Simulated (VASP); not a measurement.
# FeO (P1) in VASP: a series of runs

Runs on FeO. Level: PBE+U. Tasks: single point.

Everything below comes from runs of VASP 6.6.1. Logs are shortened: lines on timing, memory, paths and dates and some standing lists are left out, and cuts for length are marked.

## Step 1: The cell of the first run

The typed cell holds 4 atoms: a = 5.829 Å, b = 3.011 Å, c = 2.906 Å, α = 59.71°, β = 55.71°, γ = 56.85°.

## Step 2: Single point, PBE+U, collinear spin, antiferromagnetic start

Contents of INCAR:

```
SYSTEM = FeO
  PREC = Accurate
  ENCUT = 520
  EDIFF = 1E-6
  ISMEAR = -1
  SIGMA = 0.15
  LREAL = .FALSE.
  LASPH = .TRUE.
  NELM = 150
  ALGO = Normal
  ISIF = 2
  LWAVE = .FALSE.
  LCHARG = .FALSE.
  ISPIN = 2
  MAGMOM = 3.4 -3.4 0 0
  LORBIT = 11
  LMAXMIX = 4
  LDAU = .TRUE.
  LDAUTYPE = 2
  LDAUL = 2 -1
  LDAUU = 4 0
  LDAUJ = 0 0
  LDAUPRINT = 1
  GGA = PE
  NBANDS = 26
```

Contents of KPOINTS:

```
regular mesh
0
G
  3 3 3
  0 0 0
```

Contents of POSCAR:

```
FeO
1.0
   -4.1132280800      0.2666959500      4.1213978700
   -0.0176576900      2.0811547200      2.1763892200
   -2.0988849100      2.0077358100      0.0910766000
Fe O
2 2
Direct
    0.2682040000      0.8241160000      0.9026670000
    0.7723980000      0.8426580000      0.8920050000
    0.5176260000      1.3984400000      1.3489200000
    1.0340870000      1.3254290000      1.4050660000
```

Potentials or basis: VASP PAW PBE potentials, release 64 (Fe, O).

On the command line:

```
$ cat potpaw_PBE.64/Fe/POTCAR potpaw_PBE.64/O/POTCAR > POTCAR
$ mpirun -np 1 vasp_std > vasp.out
```

OUTCAR:

```text
SYSTEM = FeO
   PREC = Accurate
   ENCUT = 520
   EDIFF = 1E-6
   ISMEAR = -1
   LREAL = .FALSE.
   LASPH = .TRUE.
   NELM = 150
   ISIF = 2
   ISPIN = 2
   LORBIT = 11
   GGA = PE

 ion  position               nearest neighbor table
   1  0.268  0.824  0.903-   3 1.94   3 1.96   4 2.00   4 2.00   4 2.01   3 2.24   2 2.69   2 2.75
                             2 2.80   2 2.84   2 2.88   2 2.95
   2  0.772  0.843  0.892-   3 1.98   4 1.99   3 2.02   4 2.09   4 2.14   3 2.18   1 2.69   1 2.75
                             1 2.80   1 2.84   1 2.88   1 2.95
   3  0.518  0.398  0.349-   1 1.94   1 1.96   2 1.98   2 2.02   2 2.18   1 2.24
   4  0.034  0.325  0.405-   2 1.99   1 2.00   1 2.00   1 2.01   2 2.09   2 2.14

  LATTYP: Found a triclinic cell.
 ALAT       =     3.0113430226
 B/A-ratio  =     1.9356370618
 C/A-ratio  =     0.9786678651
 COS(alpha) =     0.0031098148
 COS(beta)  =     0.5244657050
 COS(gamma) =     0.5467775013

  Lattice vectors:

 A1 = (  -0.0176576900,   2.0811547200,   2.1763892200)
 A2 = (  -4.1132280800,   0.2666959500,   4.1213978700)
 A3 = (   2.0812272200,   0.0734189100,   2.0853126200)

Analysis of symmetry for initial positions (statically):
=====================================================================
 Subroutine PRICEL returns:
 Original cell was already a primitive cell.

 Routine SETGRP: Setting up the symmetry group for a
 triclinic supercell.

 Subroutine GETGRP returns: Found  1 space group operations
 (whereof  1 operations were pure point group operations)
 out of a pool of  2 trial point group operations.

The static configuration has the point symmetry C_1 .

Analysis of symmetry for dynamics (positions and initial velocities):
=====================================================================
 Subroutine PRICEL returns:
 Original cell was already a primitive cell.

 Routine SETGRP: Setting up the symmetry group for a
 triclinic supercell.

 Subroutine GETGRP returns: Found  1 space group operations
 (whereof  1 operations were pure point group operations)
 out of a pool of  2 trial point group operations.

The dynamic configuration has the point symmetry C_1 .

Analysis of structural, dynamic, and magnetic symmetry:
=====================================================================
 Subroutine PRICEL returns:
 Original cell was already a primitive cell.

 Routine SETGRP: Setting up the symmetry group for a
 triclinic supercell.

 Subroutine GETGRP returns: Found  1 space group operations
 (whereof  1 operations were pure point group operations)
 out of a pool of  2 trial point group operations.

The overall configuration has the point symmetry C_1 .

 Subroutine INISYM returns: Found  1 space group operations
 (whereof  1 operations are pure point group operations),
 and found     1 'primitive' translations

----------------------------------------------------------------------------------------

                                     Primitive cell

  volume of cell :      33.8323

  direct lattice vectors                    reciprocal lattice vectors
    -4.113228080  0.266695950  4.121397870    -0.123552534 -0.134970968  0.128062486
    -0.017657690  2.081154720  2.176389220     0.243861076  0.244609846  0.227548953
    -2.098884910  2.007735810  0.091076600    -0.236366591  0.262447515 -0.252881042

  length of vectors
[... 143 lines left out ...]
  o =  0.1493  v =  0.0000  0.0000  0.0000  0.0000  0.0000  0.1838  0.0692  0.9748  0.1050 -0.0126      0.0000  0.0000  0.0000  0.0000  0.0000  0.0000  0.0000  0.0000  0.0000  0.0000
  o =  0.2040  v =  0.0000  0.0000  0.0000  0.0000  0.0000  0.0434 -0.0565  0.0092 -0.0037  0.9974      0.0000  0.0000  0.0000  0.0000  0.0000  0.0000  0.0000  0.0000  0.0000  0.0000
  o =  0.9448  v =  0.0000  0.0000  0.0000  0.0000  0.0000 -0.1874  0.7465 -0.0849  0.6304  0.0536      0.0000  0.0000  0.0000  0.0000  0.0000  0.0000  0.0000  0.0000  0.0000  0.0000
  o =  0.9538  v =  0.1318 -0.9154  0.0819 -0.3700 -0.0333  0.0000  0.0000  0.0000  0.0000  0.0000      0.0000  0.0000  0.0000  0.0000  0.0000  0.0000  0.0000  0.0000  0.0000  0.0000
  o =  0.9728  v = -0.2977 -0.3953 -0.0064  0.8687  0.0225  0.0000  0.0000  0.0000  0.0000  0.0000      0.0000  0.0000  0.0000  0.0000  0.0000  0.0000  0.0000  0.0000  0.0000  0.0000
  o =  0.9775  v =  0.9410 -0.0023 -0.1001  0.3215 -0.0333  0.0000  0.0000  0.0000  0.0000  0.0000      0.0000  0.0000  0.0000  0.0000  0.0000  0.0000  0.0000  0.0000  0.0000  0.0000
  o =  1.0242  v =  0.0818  0.0730  0.9915  0.0688 -0.0088  0.0000  0.0000  0.0000  0.0000  0.0000      0.0000  0.0000  0.0000  0.0000  0.0000  0.0000  0.0000  0.0000  0.0000  0.0000
  o =  1.0530  v = -0.0432  0.0210 -0.0083  0.0206 -0.9986  0.0000  0.0000  0.0000  0.0000  0.0000      0.0000  0.0000  0.0000  0.0000  0.0000  0.0000  0.0000  0.0000  0.0000  0.0000

atom =   2  type =  1  l = 2

 onsite density matrix

spin component  1

  0.4897 -0.0231 -0.0250 -0.4454  0.0241
 -0.0231  0.0577  0.0073  0.0228 -0.0209
 -0.0250  0.0073  0.1732  0.0194  0.0269
 -0.4454  0.0228  0.0194  0.4968 -0.0262
  0.0241 -0.0209  0.0269 -0.0262  0.1508

spin component  2

  0.9616  0.0016 -0.0021  0.0061 -0.0030
  0.0016  0.9737  0.0004 -0.0017 -0.0049
 -0.0021  0.0004  1.0337 -0.0042  0.0118
  0.0061 -0.0017 -0.0042  0.9660  0.0001
 -0.0030 -0.0049  0.0118  0.0001  1.0246

 occupancies and eigenvectors

  o =  0.0477  v =  0.7099  0.0632  0.0250  0.7008  0.0186  0.0000  0.0000  0.0000  0.0000  0.0000      0.0000  0.0000  0.0000  0.0000  0.0000  0.0000  0.0000  0.0000  0.0000  0.0000
  o =  0.0513  v = -0.0286  0.9673 -0.1029 -0.0605  0.2220  0.0000  0.0000  0.0000  0.0000  0.0000      0.0000  0.0000  0.0000  0.0000  0.0000  0.0000  0.0000  0.0000  0.0000  0.0000
  o =  0.1350  v =  0.0364  0.2383  0.5623 -0.0575 -0.7889  0.0000  0.0000  0.0000  0.0000  0.0000      0.0000  0.0000  0.0000  0.0000  0.0000  0.0000  0.0000  0.0000  0.0000  0.0000
  o =  0.1914  v =  0.0164  0.0458 -0.8192  0.0237 -0.5709  0.0000  0.0000  0.0000  0.0000  0.0000      0.0000  0.0000  0.0000  0.0000  0.0000  0.0000  0.0000  0.0000  0.0000  0.0000
  o =  0.9428  v = -0.7026  0.0379  0.0395  0.7081 -0.0445  0.0000  0.0000  0.0000  0.0000  0.0000      0.0000  0.0000  0.0000  0.0000  0.0000  0.0000  0.0000  0.0000  0.0000  0.0000
  o =  0.9570  v =  0.0000  0.0000  0.0000  0.0000  0.0000 -0.8078  0.1283  0.0131  0.5745 -0.0290      0.0000  0.0000  0.0000  0.0000  0.0000  0.0000  0.0000  0.0000  0.0000  0.0000
  o =  0.9698  v =  0.0000  0.0000  0.0000  0.0000  0.0000  0.5872  0.1510  0.0646  0.7920  0.0306      0.0000  0.0000  0.0000  0.0000  0.0000  0.0000  0.0000  0.0000  0.0000  0.0000
  o =  0.9735  v =  0.0000  0.0000  0.0000  0.0000  0.0000 -0.0116 -0.9744  0.0393  0.1951 -0.1038      0.0000  0.0000  0.0000  0.0000  0.0000  0.0000  0.0000  0.0000  0.0000  0.0000
  o =  1.0171  v =  0.0000  0.0000  0.0000  0.0000  0.0000 -0.0198 -0.0999 -0.5673  0.0486  0.8157      0.0000  0.0000  0.0000  0.0000  0.0000  0.0000  0.0000  0.0000  0.0000  0.0000
  o =  1.0422  v =  0.0000  0.0000  0.0000  0.0000  0.0000  0.0466  0.0363 -0.8199  0.0474 -0.5675      0.0000  0.0000  0.0000  0.0000  0.0000  0.0000  0.0000  0.0000  0.0000  0.0000

 number of electron      27.9999999 magnetization       0.0001052

 Free energy of the ion-electron system (eV)
  ---------------------------------------------------
  ext. energy  EPLUGINS =         0.00000000
  ---------------------------------------------------
  free energy    TOTEN  =       -25.95054397 eV

  energy without entropy =      -25.95008253  energy(sigma->0) =      -25.95031325

 E-fermi :   8.2894     XC(G=0): -13.0330

 val. band max:        7.1551876509   @ k =  -0.3333   0.3333  -0.0000
 cond. band min:       9.4306771355   @ k =   0.0000  -0.0000   0.3333
 fundamental gap:      2.2754894845
 Fermi energy:         8.2894468523

 spin component 1

 k-point     1 :       0.0000    0.0000    0.0000
  band No.  band energies     occupation
      1     -13.7178      1.00000
      2     -11.7738      1.00000
      3      -1.7978      1.00000
      4      -0.3328      1.00000
      5      -0.0064      1.00000
      6       2.3542      1.00000
[... 395 lines left out ...]
     25      23.3646      0.00000
     26      26.1622      0.00000
 Fermi energy:         8.2894468523

 spin component 2

 k-point     1 :       0.0000    0.0000    0.0000
  band No.  band energies     occupation
      1     -13.6991      1.00000
      2     -11.7603      1.00000
      3      -1.8390      1.00000
      4      -0.2839      1.00000
      5       0.4271      1.00000
      6       2.1595      1.00000
[... 395 lines left out ...]
     25      23.3828      0.00000
     26      26.5093      0.00000

------------------------ aborting loop because EDIFF is reached ----------------------------------------

  FORCE on cell =-STRESS in cart. coord.  units (eV):
  Direction    XX          YY          ZZ          XY          YZ          ZX
  --------------------------------------------------------------------------------------
  -------------------------------------------------------------------------------------
  Total       10.3357737     13.1877927     10.3557230     -0.1711506     -0.8156533     -0.0327223
  in kB      489.4650281    624.5263828    490.4097597     -8.1050755    -38.6264034     -1.5496110
  external PRESSURE =     534.8003902 kB  Pullay stress =       0.0000000 kB

 VOLUME and BASIS-vectors are now :
 -----------------------------------------------------------------------------
  energy-cutoff  :      520.00
  volume of cell :       33.83
      direct lattice vectors                 reciprocal lattice vectors
    -4.113228080  0.266695950  4.121397870    -0.123552534 -0.134970968  0.128062486
    -0.017657690  2.081154720  2.176389220     0.243861076  0.244609846  0.227548953
    -2.098884910  2.007735810  0.091076600    -0.236366591  0.262447515 -0.252881042

 POSITION                                       TOTAL-FORCE (eV/Angst)
 -----------------------------------------------------------------------------------
     -3.01233      3.59896      2.98118         0.188490      0.422053      0.852294
     -5.06414      3.75061      5.09855         0.135741      0.317352      0.468591
     -2.86849      1.66780      3.03228        -0.951862     -0.889953     -0.610665
     -0.99614      1.49962      0.88564         0.627631      0.150549     -0.710220
 -----------------------------------------------------------------------------------
    total drift:                               -0.000017     -0.000099     -0.000304

  FREE ENERGIE OF THE ION-ELECTRON SYSTEM (eV)
  ---------------------------------------------------
  free  energy   TOTEN  =       -25.9505439652 eV

  energy  without entropy=      -25.9500825273  energy(sigma->0) =      -25.95031325

 total charge

# of ion       s       p       d       tot
------------------------------------------
    1        0.365   0.537   6.346   7.248
    2        0.338   0.478   6.297   7.113
    3        1.559   3.567   0.000   5.126
    4        1.558   3.567   0.000   5.124
--------------------------------------------------
tot          3.820   8.149  12.642  24.611

 magnetization (x)

# of ion       s       p       d       tot
------------------------------------------
    1        0.015   0.015   3.575   3.606
    2       -0.015  -0.012  -3.585  -3.612
    3        0.001  -0.001   0.000  -0.000
    4        0.002   0.002   0.000   0.004
--------------------------------------------------
tot          0.003   0.004  -0.010  -0.002
```

Run time: 87 s. Hardware: 1 thread of Intel Xeon 6975P-C (Granite Rapids), shared host; peak memory 0.19 GiB.

Results:

```yaml
Free_energy: -25.9505 eV
Pressure: 53.5 GPa
Largest_force: 1.439 eV/Å
Band_gap_on_the_k_mesh: 2.28 eV
Net_moment: 0.00 μB per cell
Site_moments: Fe +3.61, -3.61; O -0.00, +0.00 μB
Valence_electrons_inside_the_program's_atomic_spheres: Fe 7.25, 7.11; O 5.13, 5.12
```

Forces in eV/Å, atoms in the order of the input:
```
Fe   0.188  0.422  0.852
Fe   0.136  0.317  0.469
O   -0.952 -0.890 -0.611
O    0.628  0.151 -0.710
```

Stress tensor (GPa, compression positive):
```
48.95 -0.81 -0.15
-0.81 62.45 -3.86
-0.15 -3.86 49.04
```

Levels at points of the mesh, in eV from the valence-band top:
Spin up:
```tsv
k point	band 10	band 11	band 12	band 13	band 14	band 15	band 16	band 17	band 18	band 19
(0.00, 0.00, 0.00)	-2.85	-2.41	-1.71	-1.65	-0.45	2.37	2.44	3.42	4.19	4.42
```
Spin down:
| k point | band 11 | band 12 | band 13 | band 14 | band 15 | band 16 | band 17 | band 18 |
| --- | --- | --- | --- | --- | --- | --- | --- | --- |
| (0.00, 0.00, 0.00) | -2.81 | -2.42 | -1.84 | -0.11 | 2.49 | 2.96 | 3.13 | 4.49 |

Eigenvalues of the final occupation matrices:
```csv
site,spin,trace,eigenvalues
site 1 d,1,4.98,0.95 0.97 0.98 1.02 1.05
site 1 d,2,1.40,0.05 0.05 0.15 0.20 0.94
site 2 d,1,1.37,0.05 0.05 0.13 0.19 0.94
site 2 d,2,4.96,0.96 0.97 0.97 1.02 1.04
```

Caveat: the k points lie up to 0.91 Å⁻¹ apart; forces of over 1 eV/Å act on the atoms, so gaps and moduli don't describe the material at rest. The state reached can hang on the start; a lower one may exist.

(Part 1 of 2 ends here.)
